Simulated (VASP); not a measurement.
Set up this calculation in VASP 6.6.1, as the native input.

```
Task                   : single point
Functional             : PBE
Potentials or basis    : VASP PAW PBE potentials, release 64 (Al, Y_sv)
Cutoff                 : 400 eV
k mesh                 : 1 × 1 × 1, shifted
Occupations            : fermi-dirac, width 0.0939 eV
Spin                   : no spin polarisation
Dipole correction      : no
Mended                 : yes
Further INCAR settings : LREAL = Auto; ALGO = Normal; EDIFF = 1e-06; NBANDS = 46; ISYM = -1
```

The structure of YAl7 lies in POSCAR:

```
YAl7
1.0
    6.7604440000     -0.0984910000     -0.0055720000
   -0.0984910000      6.7085100000     -0.1408520000
   -0.0055720000     -0.1408520000      6.4081030000
Al Y
14 2
Direct
    0.7034460084      0.2960672815      0.7626318225
    0.6569528011      0.4408098569      0.3362919558
    0.5559702615      0.8476630842      0.4383765222
    0.8572979246      0.7687599395      0.1261083411
    0.9447989143      0.3835643412      0.1147731589
    0.9984346588      0.0348482341      0.8916657116
    0.6294012646      0.0756618982      0.1105503694
    0.4729097038      0.7444924757      0.0417734089
    0.8282900265      0.7372659094      0.6459589694
    0.8933788306      0.0955519931      0.4433854444
    0.3906483220      0.3466416938      0.0486391789
    0.1259679939      0.6365967747      0.8732081589
    0.4631149352      0.5430559127      0.6957044835
    0.2029500774      0.0061177288      0.2202246955
    0.3089930600      0.1820418812      0.5818003663
    0.1791643440      0.5938943283      0.3738815540
```

One way to write it, as run:

INCAR

```
SYSTEM = YAl7
ALGO = Normal
EDIFF = 1E-6
ENCUT = 400
GGA = PE
GGA_COMPAT = .FALSE.
ISIF = 2
ISMEAR = -1
ISYM = -1
LASPH = .TRUE.
LCHARG = .FALSE.
LREAL = Auto
LWAVE = .FALSE.
NBANDS = 46
NELM = 120
PREC = Accurate
SIGMA = 0.0939
```

KPOINTS

```
explicit points
1
Reciprocal
  0.25000000   0.25000000   0.25000000 1
```

Potentials or basis: VASP PAW PBE potentials, release 64 (Al, Y_sv).

Run with:

```bash
$ cat potpaw_PBE.64/Al/POTCAR potpaw_PBE.64/Y_sv/POTCAR > POTCAR
$ mpirun -np 1 vasp_std > vasp.out
```

Results of the run:

```yaml
Pressure: 9.8 GPa
Largest_force: 1.968 eV/Å
```

Caveat: the atoms stand as in a frame of molecular dynamics.

It took 28 s on 1 thread of Intel(R) Xeon(R) Platinum 8488C (Sapphire Rapids) (shared host), peak memory 0.28 GiB.
